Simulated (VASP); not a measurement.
Write the native input for VASP 6.6.1 that does the following.

| Quantity | Value |
| --- | --- |
| Task | single point |
| Functional | LDA |
| Potentials or basis | VASP PAW LDA potentials, release 64 (Ga_d, N_h) |
| Cutoff | 1330 eV |
| k mesh | 8 × 8 × 8 |
| Occupations | gaussian, width 0.1 eV |
| Spin | no spin polarisation |
| Dipole correction | no |
| Further INCAR settings | ALGO = Normal; EDIFF = 1e-06; NBANDS = 16 |

The structure of GaN lies in POSCAR:

```
GaN
1.0
    0.0000000000      2.2535006100      2.2535006100
    2.2535006100      0.0000000000      2.2535006100
    2.2535006100      2.2535006100      0.0000000000
Ga N
1 1
Direct
    0.0000000000      0.0000000000      0.0000000000
    0.2500000000      0.2500000000      0.2500000000
```

These files were run (other wordings do the same):

INCAR

```
PREC = Accurate
ENCUT = 1330
EDIFF = 1E-6
ISMEAR = 0
SIGMA = 0.1
LREAL = False
LASPH = True
NELM = 120
ALGO = Normal
ISIF = 2
LWAVE = False
LCHARG = True
GGA = CA
LELF = True
LVHAR = True
NBANDS = 16
GGA_COMPAT = False
```

KPOINTS

```
Automatic mesh
0
Gamma
  8 8 8
```

Potentials or basis: VASP PAW LDA potentials, release 64 (Ga_d, N_h).

Launch:

```sh
$ cat potpaw_LDA.64/Ga_d/POTCAR potpaw_LDA.64/N_h/POTCAR > POTCAR
$ mpirun -np 1 vasp_std > vasp.out
```

Results of the run:

```
Pressure               : -5.6 GPa
Band gap on the k mesh : 1.75 eV
```

Caveat: the cell stands under tension.

It took 38 s on 1 thread of Intel(R) Xeon(R) Platinum 8259CL CPU @ 2.50GHz (Skylake/Cascade Lake), on a shared host, peak memory 0.23 GiB.
